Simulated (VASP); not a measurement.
A run of VASP 6.6.1:

Contents of INCAR:

```
SYSTEM = Si2W
  PREC = Accurate
  ENCUT = 520
  EDIFF = 1E-7
  ISMEAR = 0
  SIGMA = 0.1
  LREAL = .FALSE.
  LASPH = .TRUE.
  NELM = 100
  ALGO = Normal
  ISIF = 2
  LWAVE = .FALSE.
  LCHARG = .FALSE.
  GGA = PS
  NBANDS = 18
```

The input KPOINTS:

```
Automatic mesh
0
G
  18 18 18
  0 0 0
```

The input POSCAR:

```
Si2W
1.0
   -1.6012849238      1.6012849238      3.9079610700
    1.6012849238     -1.6012849238      3.9079610700
    1.6012849238      1.6012849238     -3.9079610700
Si W
2 1
Direct
    0.3345424480      0.3345424480      0.0000000000
    0.6654575520      0.6654575520      0.0000000000
    0.0000000000      0.0000000000      0.0000000000
```

Potentials or basis: VASP PAW PBE potentials, release 64 (Si, W_sv).

Run with:

```sh
$ cat potpaw_PBE.64/Si/POTCAR potpaw_PBE.64/W_sv/POTCAR > POTCAR
$ mpirun -np 1 vasp_std > vasp.out
```

Hardware: 1 thread of Intel(R) Xeon(R) 6975P-C (Granite Rapids), on a shared host.

Estimate the wall time of this run.

It took 3.7 min on 1 thread of Intel(R) Xeon(R) 6975P-C (Granite Rapids) (shared host), peak memory 0.45 GiB. Counts: scf iterations 14, k points 480.
